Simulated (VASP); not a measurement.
Wanted: the native input for a VASP 6.6.1 run.

```
Task                   : electric field gradients
Functional             : PBEsol
Potentials or basis    : VASP PAW PBE potentials, release 64 (Mg)
Cutoff                 : 520 eV
k mesh                 : 6 × 6 × 4
Occupations            : fermi-dirac, width 0.05 eV
Spin                   : no spin polarisation
Dipole correction      : no
Further INCAR settings : LREAL = Auto; ALGO = Normal; EDIFF = 1e-08; NBANDS = 30
```

The structure of Mg lies in POSCAR:

```
Mg
1.0
    6.4186000000      0.0000000000      0.0000000000
   -3.2093000000      5.5586706568      0.0000000000
    0.0000000000      0.0000000000     10.4206000000
Mg
16
Direct
    0.1666666666      0.3333333334      0.1250000000
    0.1666666666      0.3333333334      0.6250000000
    0.1666666666      0.8333333334      0.1250000000
    0.1666666666      0.8333333334      0.6250000000
    0.6666666666      0.3333333334      0.1250000000
    0.6666666666      0.3333333334      0.6250000000
    0.6666666666      0.8333333334      0.1250000000
    0.6666666666      0.8333333334      0.6250000000
    0.3333333334      0.1666666666      0.3750000000
    0.3333333334      0.1666666666      0.8750000000
    0.3333333334      0.6666666666      0.3750000000
    0.3333333334      0.6666666666      0.8750000000
    0.8333333334      0.1666666666      0.3750000000
    0.8333333334      0.1666666666      0.8750000000
    0.8333333334      0.6666666666      0.3750000000
    0.8333333334      0.6666666666      0.8750000000
```

The input as run:

INCAR

```
  PREC = Accurate
  ENCUT = 520
  EDIFF = 1E-8
  ISMEAR = -1
  SIGMA = 0.05
  LREAL = Auto
  LASPH = True
  NELM = 60
  ALGO = Normal
  ISIF = 2
  LWAVE = False
  LCHARG = False
  GGA = PS
  LEFG = True
  NBANDS = 30
```

KPOINTS

```
Automatic mesh
0
Gamma
  6 6 4
```

Potentials or basis: VASP PAW PBE potentials, release 64 (Mg).

The run is started by

```console
$ cat potpaw_PBE.64/Mg/POTCAR > POTCAR
$ mpirun -np 1 vasp_std > vasp.out
```

Results of the run:

```yaml
Pressure: -1.2 GPa
Band_gap_on_the_k_mesh: zero (bands 16 and 17 overlap by 1.61 eV)
Largest_electric_field_gradient_by_atom: Mg +1.1 V/Å²
```

Caveat: without QUAD_EFG the Cq values of the log hold for a quadrupole moment of 1 mb, not for the nuclei; the PAW data sets were made with another functional, which shifts forces and pressure a little.

It took 4.1 min on 1 thread of Intel(R) Xeon(R) Platinum 8488C (Sapphire Rapids) (shared host), peak memory 0.49 GiB.
